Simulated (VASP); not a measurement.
# Hg (C2/m) in VASP: single point with PBE

Aim: the single point of Hg with PBE.

All numbers are computed with VASP 6.6.1; they aren't measurements. Logs are shortened: lines on timing, memory, paths and dates and some standing lists are left out, and cuts for length are marked.

**1. The cell of the first run**

Symmetry: C2/m, No. 12, monoclinic system. The conventional cell has a = 4.249 Å, b = 5.345 Å, c = 3.583 Å, α = 90.00°, β = 126.18°, γ = 90.00°. Within 4.5 Å of Hg (site symmetry 2/m) lie 14 Hg at 3.41 to 4.25 Å.

**2. Single point, PBE**

File INCAR:

```
SYSTEM = Hg
  ALGO = Fast
  EDIFF = 1E-6
  ENCUT = 520
  GGA = PE
  ISIF = 2
  ISMEAR = 0
  LASPH = .TRUE.
  LCHARG = .TRUE.
  LELF = .TRUE.
  LREAL = .FALSE.
  LVHAR = .TRUE.
  LWAVE = .FALSE.
  NBANDS = 12
  NELM = 60
  PREC = Accurate
  SIGMA = 0.05
```

File KPOINTS:

```
k-points
0
G
  12 12 12
  0 0 0
```

File POSCAR:

```
Hg
1.0
    2.1243184923     -2.6725824964      0.0000000000
    2.1243184923      2.6725824964      0.0000000000
   -2.1151288124      0.0000000000      2.8921990043
Hg
1
Direct
    0.0000000000      0.0000000000      0.0000000000
```

Potentials or basis: VASP PAW PBE potentials, release 64 (Hg).

Command:

```
$ cat potpaw_PBE.64/Hg/POTCAR > POTCAR
$ mpirun -np 1 vasp_std > vasp.out
```

OUTCAR:

```text
SYSTEM = Hg
   EDIFF = 1E-6
   ENCUT = 520
   GGA = PE
   ISIF = 2
   ISMEAR = 0
   LASPH = .TRUE.
   LREAL = .FALSE.
   NELM = 60
   PREC = Accurate

 ion  position               nearest neighbor table
   1  0.000  0.000  0.000-

  LATTYP: Found a base centered monoclinic cell.
 ALAT       =     4.2486369846
 B/A-ratio  =     1.2580893619
 C/A-ratio  =     0.8433521464
 COS(beta)  =    -0.5903074188

  Lattice vectors:

 A1 = (   2.1243184923,  -2.6725824964,   0.0000000000)
 A2 = (   2.1243184923,   2.6725824964,   0.0000000000)
 A3 = (  -2.1151288124,   0.0000000000,   2.8921990043)

Analysis of symmetry for initial positions (statically):
=====================================================================
 Subroutine PRICEL returns:
 Original cell was already a primitive cell.

 Routine SETGRP: Setting up the symmetry group for a
 base centered monoclinic supercell.

 Subroutine GETGRP returns: Found  4 space group operations
 (whereof  4 operations were pure point group operations)
 out of a pool of  4 trial point group operations.

The static configuration has the point symmetry C_2h.

Analysis of symmetry for dynamics (positions and initial velocities):
=====================================================================
 Subroutine PRICEL returns:
 Original cell was already a primitive cell.

 Routine SETGRP: Setting up the symmetry group for a
 base centered monoclinic supercell.

 Subroutine GETGRP returns: Found  4 space group operations
 (whereof  4 operations were pure point group operations)
 out of a pool of  4 trial point group operations.

The dynamic configuration has the point symmetry C_2h.

 Subroutine INISYM returns: Found  4 space group operations
 (whereof  4 operations are pure point group operations),
 and found     1 'primitive' translations

----------------------------------------------------------------------------------------

                                     Primitive cell

  volume of cell :      32.8404

  direct lattice vectors                    reciprocal lattice vectors
     2.124318492 -2.672582496  0.000000000     0.235369603 -0.187084964  0.172130973
     2.124318492  2.672582496  0.000000000     0.235369603  0.187084964  0.172130973
    -2.115128812  0.000000000  2.892199004     0.000000000  0.000000000  0.345757674

  length of vectors
     3.414004431  3.414004431  3.583097120     0.346451592  0.346451592  0.345757674

  position of ions in fractional coordinates (direct lattice)
[... 86 lines left out ...]
   TEBEG  =    0.0;   TEEND  =   0.0 temperature during run
   PSTRESS=    0.0 pullay stress
   NELECT =      12.0000    total number of electrons
   NUPDOWN=      -1.0000    fix difference up-down
   EMIN   =  10.00;   EMAX   =-10.00  energy-range for DOS
   EFERMI =   0.00;   METHOD = LEGACY
   ISMEAR =     0;   SIGMA  =   0.05  broadening in eV -4-tet -1-fermi 0-gaus
   EFERMI_NEDOS =   21; number of points for ismear=-14 and -15
   IALGO  =     68    algorithm
   IMIX   =      4    mixing-type and parameters
     AMIX     =   0.40;   BMIX     =  1.00
     AMIX_MAG =   1.60;   BMIX_MAG =  1.00
  volume/ion in A,a.u.               =      32.84       221.62
  Fermi-wavevector in a.u.,A,eV,Ry     =   1.170395  2.211725 18.637577  1.369823
  Thomas-Fermi vector in A             =   2.306854
   LORBIT       =      0    0 simple, 1 ext, 2 COOP (PROOUT), +10 PAW based schemes
   GGA     = PE    functional components
   LHFCALC =     F    Hartree Fock is set to
   AEXX    =    0.0000 exact exchange contribution
   IVDW    =     0    specifies the selected vdW correction
   LEPSILON=     F    determine dielectric tensor
   LRPA    =     F    only Hartree local field effects (RPA)
 non-spin polarized calculation
 RMM-DIIS sequential band-by-band and
 Gauss-broadening in eV      SIGMA  =   0.05
  energy-cutoff  :      520.00
  volume of cell :       32.84
 maximum number of plane-waves:       897
 NGX is ok and might be reduce to    28
   NGX = 13   NGY = 13   NGZ = 13

 number of electron      11.9999998 magnetization

 Free energy of the ion-electron system (eV)
  ---------------------------------------------------
  ext. energy  EPLUGINS =         0.00000000
  ---------------------------------------------------
  free energy    TOTEN  =        -0.17330415 eV

  energy without entropy =       -0.17319595  energy(sigma->0) =       -0.17325005

 E-fermi :   0.6804     XC(G=0):  -9.0983

 val. band max:        0.6429833566   @ k =  -0.4167   0.4167   0.4167
 cond. band min:       0.6939710931   @ k =   0.5000   0.5000   0.3333
 fundamental gap:      0.0509877365
 Fermi energy:         0.6804108215

 k-point     1 :       0.0000    0.0000    0.0000
  band No.  band energies     occupation
      1      -6.1753      2.00000
      2      -5.8317      2.00000
      3      -5.6164      2.00000
      4      -5.5907      2.00000
      5      -5.2806      2.00000
      6      -5.1615      2.00000
      7      12.3819      0.00000
      8      12.5759      0.00000
      9      12.9702      0.00000
     10      14.1383      0.00000
     11      14.4242      0.00000
     12      16.5382      0.00000
[... 331 lines left out ...]
 k-point    24 :      -0.4167    0.1667    0.0000
  band No.  band energies     occupation
      1      -5.8367      2.00000
      2      -5.7206      2.00000
      3      -5.3833      2.00000
      4      -5.3045      2.00000
      5      -5.1330      2.00000
      6      -2.9716      2.00000
      7       3.5819      0.00000
      8       7.6264      0.00000
      9       9.1051      0.00000
     10      13.7264      0.00000
     11      13.8399      0.00000
     12      17.3281      0.00000

 [... further k-points ...]

------------------------ aborting loop because EDIFF is reached ----------------------------------------

  FORCE on cell =-STRESS in cart. coord.  units (eV):
  Direction    XX          YY          ZZ          XY          YZ          ZX
  --------------------------------------------------------------------------------------
  -------------------------------------------------------------------------------------
  Total       -0.0969520     -0.0207449     -0.1431317      0.0000000      0.0000000     -0.0022937
  in kB       -4.7299716     -1.0120775     -6.9829274      0.0000000      0.0000000     -0.1119035
  external PRESSURE =      -4.2416588 kB  Pullay stress =       0.0000000 kB

 VOLUME and BASIS-vectors are now :
 -----------------------------------------------------------------------------
  energy-cutoff  :      520.00
  volume of cell :       32.84
      direct lattice vectors                 reciprocal lattice vectors
     2.124318492 -2.672582496  0.000000000     0.235369603 -0.187084964  0.172130973
     2.124318492  2.672582496  0.000000000     0.235369603  0.187084964  0.172130973
    -2.115128812  0.000000000  2.892199004     0.000000000  0.000000000  0.345757674

 POSITION                                       TOTAL-FORCE (eV/Angst)
 -----------------------------------------------------------------------------------
      0.00000      0.00000      0.00000         0.000000      0.000000      0.000000
 -----------------------------------------------------------------------------------
    total drift:                               -0.000000      0.000000     -0.000000

  FREE ENERGIE OF THE ION-ELECTRON SYSTEM (eV)
  ---------------------------------------------------
  free  energy   TOTEN  =        -0.1733041484 eV

  energy  without entropy=       -0.1731959475  energy(sigma->0) =       -0.17325005
```

OSZICAR:

```text
N       E                     dE             d eps       ncg     rms          rms(c)
DAV:   1     0.728125254086E+02    0.72813E+02   -0.62246E+03 11864   0.914E+02
DAV:   2     0.122719487046E+01   -0.71585E+02   -0.67036E+02 12640   0.217E+02
DAV:   3    -0.179613559586E+00   -0.14068E+01   -0.14060E+01 13364   0.339E+01
DAV:   4    -0.181144473973E+00   -0.15309E-02   -0.15309E-02 12572   0.121E+00
DAV:   5    -0.181147213838E+00   -0.27399E-05   -0.27399E-05 13276   0.484E-02    0.122E+00
RMM:   6    -0.173328714199E+00    0.78185E-02   -0.15738E-02 11473   0.116E+00    0.102E+00
RMM:   7    -0.173114821199E+00    0.21389E-03   -0.23520E-03 12047   0.371E-01    0.521E-01
RMM:   8    -0.173283603303E+00   -0.16878E-03   -0.39887E-04 11774   0.256E-01    0.315E-02
RMM:   9    -0.173301661689E+00   -0.18058E-04   -0.48901E-05 12826   0.631E-02    0.185E-02
RMM:  10    -0.173304263691E+00   -0.26020E-05   -0.12805E-05 12181   0.444E-02    0.372E-03
RMM:  11    -0.173304148376E+00    0.11531E-06   -0.69219E-07  8795   0.788E-03
   1 F= -.17330415E+00 E0= -.17325005E+00  d E =-.108201E-03
```

stdout:

```text
POSCAR found type information on POSCAR Hg
 POSCAR found :  1 types and       1 ions
 scaLAPACK will be used
 LDA part: xc-table for (Slater+PW92), standard interpolation
 POSCAR, INCAR and KPOINTS ok, starting setup
 FFT: planning ... GRIDC
 FFT: planning ... GRID_SOFT
 FFT: planning ... GRID
 WAVECAR not read
 entering main loop
```

Wall time 96 s (1 thread of Intel Xeon Platinum 8488C (Sapphire Rapids), shared host); peak memory 0.3 GiB.

Results:

* Free energy: -0.1733 eV
* Pressure: -0.4 GPa
* Band gap on the k mesh: zero (band 6 reaches 1.59 eV, above the bottom of band 7 at 0.33 eV)

Levels at points of the mesh, in eV from the Fermi level:
```
           k point  band 4  band 5  band 6  band 7  band 8  band 9
(0.00, 0.00, 0.00)   -6.27   -5.96   -5.84   11.70   11.90   12.29
(0.50, 0.00, 0.00)   -5.86   -5.60   -2.08   -0.35    7.71    9.70
(0.50, 0.50, 0.00)   -5.89   -5.48   -1.18    0.15    6.56    7.84
(0.00, 0.00, 0.50)   -5.80   -5.62   -2.22   -0.34    7.61    8.41
(0.50, 0.00, 0.50)   -5.86   -5.59   -2.05   -0.34    7.65    9.72
(0.50, 0.50, 0.50)   -5.69   -5.53    0.91    2.73    3.86    4.33
```

Caveat: spin-orbit coupling is left out, which moves the levels of the heavy elements.
